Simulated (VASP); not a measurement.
# WS2 in VASP: further runs

WS2 is run at these levels: PBEsol; tasks: single point.

Everything below comes from runs of VASP 6.6.1. Logs are shortened: lines on timing, memory, paths and dates and some standing lists are left out, and cuts for length are marked.

**1. The cell of the first run**

The cell holds a slab with vacuum, 6 atoms: a = 3.215 Å, b = 3.215 Å, c = 23.903 Å, α = 90.00°, β = 90.00°, γ = 120.00°.

**2. Single point, PBEsol**

Input file INCAR:

```
SYSTEM = WS2
PREC     = Accurate       ! precision mode
ENCUT    = 520            ! plane-wave cutoff, eV
EDIFF    = 1E-6           ! SCF threshold, eV
ISMEAR   = 0              ! smearing method
SIGMA    = 0.02           ! smearing width, eV
LREAL    = .False.        ! projectors in reciprocal space
LASPH    = .True.         ! aspherical terms in the spheres
NELM     = 60             ! most SCF steps
ALGO     = Normal         ! electronic algorithm
ISIF     = 2              ! what is computed and relaxed
LWAVE    = .False.        ! write WAVECAR
LCHARG   = .True.         ! write CHGCAR
GGA      = PS             ! functional
LELF     = .True.         ! ELF
LVHAR    = .True.       
NBANDS   = 35             ! bands
```

Input file KPOINTS:

```
regular mesh
0
Gamma
  11 11 3
  0 0 0
```

Input file POSCAR:

```
WS2
1.0
    3.2147275265      0.0000000000      0.0000000000
   -1.6073637632      2.7840357041      0.0000000000
    0.0000000000      0.0000000000     23.9031226821
W S
2 4
Direct
    0.6666666667      0.3333333333      0.3626824600
    0.3333333333      0.6666666667      0.6373175400
    0.6666666667      0.3333333333      0.7031838900
    0.3333333333      0.6666666667      0.4285581700
    0.6666666667      0.3333333333      0.5714418300
    0.3333333333      0.6666666667      0.2968161100
```

Potentials or basis: VASP PAW PBE potentials, release 64 (W_sv, S).

Started as:

```sh
> cat potpaw_PBE.64/W_sv/POTCAR potpaw_PBE.64/S/POTCAR > POTCAR
> mpirun -np 1 vasp_std > vasp.out
```

OUTCAR:

```text
SYSTEM = WS2
   PREC = Accurate
   ENCUT = 520
   EDIFF = 1E-6
   ISMEAR = 0
   LREAL = .False.
   LASPH = .True.
   NELM = 60
   ISIF = 2
   GGA = PS

 ion  position               nearest neighbor table
   1  0.667  0.333  0.363-   6 2.43   6 2.43   6 2.43   4 2.43   4 2.43   4 2.43
   2  0.333  0.667  0.637-   3 2.43   3 2.43   3 2.43   5 2.43   5 2.43   5 2.43
   3  0.667  0.333  0.703-   2 2.43   2 2.43   2 2.43
   4  0.333  0.667  0.429-   1 2.43   1 2.43   1 2.43
   5  0.667  0.333  0.571-   2 2.43   2 2.43   2 2.43
   6  0.333  0.667  0.297-   1 2.43   1 2.43   1 2.43

  LATTYP: Found a hexagonal cell.
 ALAT       =     3.2147275265
 C/A-ratio  =     7.4355050265

  Lattice vectors:

 A1 = (   3.2147275265,   0.0000000000,   0.0000000000)
 A2 = (  -1.6073637632,   2.7840357041,   0.0000000000)
 A3 = (   0.0000000000,   0.0000000000,  23.9031226821)

Analysis of symmetry for initial positions (statically):
=====================================================================
 Subroutine PRICEL returns:
 Original cell was already a primitive cell.

 Routine SETGRP: Setting up the symmetry group for a
 hexagonal supercell.

 Subroutine GETGRP returns: Found 12 space group operations
 (whereof 12 operations were pure point group operations)
 out of a pool of 24 trial point group operations.

The static configuration has the point symmetry D_3d.

Analysis of symmetry for dynamics (positions and initial velocities):
=====================================================================
 Subroutine PRICEL returns:
 Original cell was already a primitive cell.

 Routine SETGRP: Setting up the symmetry group for a
 hexagonal supercell.

 Subroutine GETGRP returns: Found 12 space group operations
 (whereof 12 operations were pure point group operations)
 out of a pool of 24 trial point group operations.

The dynamic configuration has the point symmetry D_3d.

 Subroutine INISYM returns: Found 12 space group operations
 (whereof 12 operations are pure point group operations),
 and found     1 'primitive' translations

----------------------------------------------------------------------------------------

                                     Primitive cell

  volume of cell :     213.9309

  direct lattice vectors                    reciprocal lattice vectors
     3.214727526  0.000000000  0.000000000     0.311068354  0.179595398  0.000000000
    -1.607363763  2.784035704  0.000000000     0.000000000  0.359190796  0.000000000
     0.000000000  0.000000000 23.903122682     0.000000000  0.000000000  0.041835538

  length of vectors
     3.214727526  3.214727526 23.903122682     0.359190796  0.359190796  0.041835538

  position of ions in fractional coordinates (direct lattice)
     0.666666667  0.333333333  0.362682460
     0.333333333  0.666666667  0.637317540
     0.666666667  0.333333333  0.703183890
     0.333333333  0.666666667  0.428558170
     0.666666667  0.333333333  0.571441830
     0.333333333  0.666666667  0.296816110

  ion indices of the primitive-cell ions
   primitive index   ion index
                 1           1
                 2           2
                 3           3
                 4           4
                 5           5
                 6           6

----------------------------------------------------------------------------------------

 KPOINTS: regular mesh

Automatic generation of k-mesh.
 Grid dimensions read from file:
 generate k-points for:   11   11    3

 Generating k-lattice:

  Cartesian coordinates                     Fractional coordinates (reciprocal lattice)
     0.028278941  0.016326854  0.000000000     0.090909091  0.000000000  0.000000000
     0.000000000  0.032653709  0.000000000     0.000000000  0.090909091  0.000000000
     0.000000000  0.000000000  0.013945179     0.000000000  0.000000000  0.333333333

  Length of vectors
     0.032653709  0.032653709  0.013945179

  Shift w.r.t. Gamma in fractional coordinates (k-lattice)
     0.000000000  0.000000000  0.000000000

 Subroutine IBZKPT returns following result:
 ===========================================

 Found     42 irreducible k-points:

 Following reciprocal coordinates:
            Coordinates               Weight
  0.000000  0.000000  0.000000      1.000000
  0.090909  0.000000  0.000000      6.000000
  0.181818  0.000000  0.000000      6.000000
  0.272727  0.000000  0.000000      6.000000
  0.363636  0.000000  0.000000      6.000000
  0.454545  0.000000  0.000000      6.000000
[... 16 lines left out ...]
  0.000000  0.272727  0.333333      6.000000
  0.363636  0.000000  0.333333      6.000000
 [... further k-points ...]
   k-points           NKPTS =     42   k-points in BZ     NKDIM =     42   number of bands    NBANDS=     35
   number of dos      NEDOS =    301   number of ions     NIONS =      6
   total plane-waves  NPLWV = 103680
   dimension x,y,z NGX =    24 NGY =   24 NGZ =  180
   dimension x,y,z NGXF=    48 NGYF=   48 NGZF=  360
   ions per type =               2   4
   NGX,Y,Z   is equivalent  to a cutoff of  12.41, 12.41, 12.52 a.u.
   NGXF,Y,Z  is equivalent  to a cutoff of  24.82, 24.82, 25.04 a.u.
 SYSTEM =  WS2
   PREC   = accura    normal or accurate (medium, high low for compatibility)
   ISTART =      0    job   : 0-new  1-cont  2-samecut
   ICHARG =      2    charge: 1-file 2-atom 10-const
   ISPIN  =      1    spin polarized calculation?
   LNONCOLLINEAR =      F non collinear calculations
   LSORBIT =      F    spin-orbit coupling
   LASPH  =      T    aspherical Exc in radial PAW
   ENCUT  =  520.0 eV  38.22 Ry    6.18 a.u.   5.98  5.98 44.44*2*pi/ulx,y,z
   NELM   =     60;   NELMIN=  2; NELMDL= -5     # of ELM steps
   EDIFF  = 0.1E-05   stopping-criterion for ELM
   LREAL  =      F    real-space projection
   EDIFFG = 0.1E-04   stopping-criterion for IOM
   NSW    =      0    number of steps for IOM
   IBRION =     -1    ionic relax: 0-MD 1-quasi-New 2-CG
   NFREE  =      0    steps in history (QN), initial steepest desc. (CG)
   ISIF   =      2    stress and relaxation
   ISYM   =      2    0-nonsym 1-usesym 2-fastsym
   POTIM  = 0.5000    time-step for ionic-motion
   TEBEG  =    0.0;   TEEND  =   0.0 temperature during run
   PSTRESS=    0.0 pullay stress
   NELECT =      52.0000    total number of electrons
   NUPDOWN=      -1.0000    fix difference up-down
   EMIN   =  10.00;   EMAX   =-10.00  energy-range for DOS
   EFERMI =   0.00;   METHOD = LEGACY
   ISMEAR =     0;   SIGMA  =   0.02  broadening in eV -4-tet -1-fermi 0-gaus
   EFERMI_NEDOS =   21; number of points for ismear=-14 and -15
   IALGO  =     38    algorithm
   IMIX   =      4    mixing-type and parameters
     AMIX     =   0.40;   BMIX     =  1.00
     AMIX_MAG =   1.60;   BMIX_MAG =  1.00
  volume/ion in A,a.u.               =      35.66       240.61
  Fermi-wavevector in a.u.,A,eV,Ry     =   1.021687  1.930709 14.202378  1.043845
  Thomas-Fermi vector in A             =   2.155326
   LORBIT       =      0    0 simple, 1 ext, 2 COOP (PROOUT), +10 PAW based schemes
   GGA     = PS    functional components
   LHFCALC =     F    Hartree Fock is set to
   AEXX    =    0.0000 exact exchange contribution
   IVDW    =     0    specifies the selected vdW correction
   LEPSILON=     F    determine dielectric tensor
   LRPA    =     F    only Hartree local field effects (RPA)
 non-spin polarized calculation
 Gauss-broadening in eV      SIGMA  =   0.02
  energy-cutoff  :      520.00
  volume of cell :      213.93
 maximum number of plane-waves:      5816
   NGX = 11   NGY = 11   NGZ = 89

 number of electron      52.0000013 magnetization

 Free energy of the ion-electron system (eV)
  ---------------------------------------------------
  ext. energy  EPLUGINS =         0.00000000
  ---------------------------------------------------
  free energy    TOTEN  =       -50.39676473 eV

  energy without entropy =      -50.39676473  energy(sigma->0) =      -50.39676473

 E-fermi :   1.0104     XC(G=0):  -6.0945

 val. band max:        0.7712456213   @ k =   0.0000   0.0000   0.0000
 cond. band min:       2.3364850826   @ k =   0.1818   0.1818   0.0000
 fundamental gap:      1.5652394613
 Fermi energy:         1.0104357103

 k-point     1 :       0.0000    0.0000    0.0000
  band No.  band energies     occupation
      1     -73.5563      2.00000
      2     -73.5563      2.00000
      3     -37.7679      2.00000
      4     -37.7679      2.00000
      5     -37.6410      2.00000
      6     -37.6410      2.00000
[... 27 lines left out ...]
     34       3.4595      0.00000
     35       5.3746      0.00000

 k-point     2 :       0.0909    0.0000    0.0000
  band No.  band energies     occupation
      1     -73.5552      2.00000
      2     -73.5552      2.00000
      3     -37.7637      2.00000
      4     -37.7637      2.00000
      5     -37.6651      2.00000
      6     -37.6651      2.00000
[... 27 lines left out ...]
     34       3.5279      0.00000
     35       5.8303      0.00000

 k-point     3 :       0.1818    0.0000    0.0000
  band No.  band energies     occupation
      1     -73.5521      2.00000
      2     -73.5521      2.00000
      3     -37.7522      2.00000
      4     -37.7522      2.00000
      5     -37.7293      2.00000
      6     -37.7293      2.00000
[... 27 lines left out ...]
     34       4.0732      0.00000
     35       6.4118      0.00000
[... 723 lines left out ...]
 k-point    23 :       0.0000    0.2727    0.3333
  band No.  band energies     occupation
      1     -73.5481      2.00000
      2     -73.5481      2.00000
      3     -37.8124      2.00000
      4     -37.8124      2.00000
      5     -37.7371      2.00000
      6     -37.7371      2.00000
[... 27 lines left out ...]
     34       4.6068      0.00000
     35       7.0551      0.00000

 k-point    24 :       0.3636    0.0000    0.3333
  band No.  band energies     occupation
      1     -73.5444      2.00000
      2     -73.5444      2.00000
      3     -37.8876      2.00000
      4     -37.8876      2.00000
      5     -37.7232      2.00000
      6     -37.7232      2.00000
[... 27 lines left out ...]
     34       4.9615      0.00000
     35       6.5032      0.00000

 [... further k-points ...]
[... 5 lines left out ...]
  --------------------------------------------------------------------------------------
  -------------------------------------------------------------------------------------
  Total       -5.4587510     -5.4587510     -3.8839847     -0.0000000      0.0000000     -0.0000000
  in kB      -40.8818231    -40.8818230    -29.0880418     -0.0000000      0.0000000     -0.0000000
  external PRESSURE =     -36.9505626 kB  Pullay stress =       0.0000000 kB

 VOLUME and BASIS-vectors are now :
 -----------------------------------------------------------------------------
  energy-cutoff  :      520.00
  volume of cell :      213.93
      direct lattice vectors                 reciprocal lattice vectors
     3.214727526  0.000000000  0.000000000     0.311068354  0.179595398  0.000000000
    -1.607363763  2.784035704  0.000000000     0.000000000  0.359190796  0.000000000
     0.000000000  0.000000000 23.903122682     0.000000000  0.000000000  0.041835538

 POSITION                                       TOTAL-FORCE (eV/Angst)
 -----------------------------------------------------------------------------------
      1.60736      0.92801      8.66924        -0.000000     -0.000000     -0.006314
     -0.00000      1.85602     15.23388         0.000000      0.000000      0.006314
      1.60736      0.92801     16.80829         0.000000     -0.000000     -0.599019
     -0.00000      1.85602     10.24388        -0.000000      0.000000     -0.571354
      1.60736      0.92801     13.65924         0.000000     -0.000000      0.571354
     -0.00000      1.85602      7.09483         0.000000      0.000000      0.599019
 -----------------------------------------------------------------------------------
    total drift:                                0.000000     -0.000000     -0.000000

  FREE ENERGIE OF THE ION-ELECTRON SYSTEM (eV)
  ---------------------------------------------------
  free  energy   TOTEN  =       -50.3967647298 eV

  energy  without entropy=      -50.3967647298  energy(sigma->0) =      -50.39676473
```

Wall time 5.1 min (1 thread of AMD EPYC 7R13 (Zen 3), shared host); peak memory 0.43 GiB.

Results:

| Quantity | Value |
| --- | --- |
| Free energy | -50.3968 eV |
| Largest force | 0.599 eV/Å |
| Band gap on the k mesh | 1.57 eV, indirect (least direct gap 1.95 eV) |

Forces on the atoms (eV/Å):
```
W    0.000  0.000 -0.006
W    0.000  0.000  0.006
S    0.000  0.000 -0.599
S    0.000  0.000 -0.571
S    0.000  0.000  0.571
S    0.000  0.000  0.599
```

Caveat: the PAW data sets were made with another functional, which shifts forces and pressure a little; spin-orbit coupling is left out, which moves the levels of the heavy elements.

(Continued in part 2 of 2.)
